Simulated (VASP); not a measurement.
Runs of VASP 6.6.1 on Pt. The structure is that of space group Fm-3m (No. 225), or close to it. The cells are those of the table. 

```csv
cell,gap on the mesh (eV),pressure (GPa)
"a = 2.789 Å, angles 60.0°, 1 atom",none,(b)
"a = 2.845 Å, angles 60.0°, 1 atom",none,(a)
"a = 2.863 Å, angles 60.0°, 1 atom",none,-12.7
"a = 2.827 Å, angles 60.0°, 1 atom",none,-5.2
"a = 2.808 Å, angles 60.0°, 1 atom",none,-0.6
```

Alike in all rows: task single point; level PBE; potentials or basis VASP PAW PBE potentials, release 64 (Pt); no spin polarisation; k mesh 47 × 47 × 47; cutoff (eV) 520; smearing fermi-dirac 0.0612256 eV.

Task: Estimate the missing entries.

Result: (a) -9.2; (b) 4.7.

Caveats: spin-orbit coupling is left out, which moves the levels of the heavy elements; the cell stands under tension (at least some runs); the cell stands under pressure (at least some runs).

A k mesh can miss the band edges, and the runs leave out spin-orbit coupling on Pt.

A gap of «none» marks levels without a gap at the run's occupations.
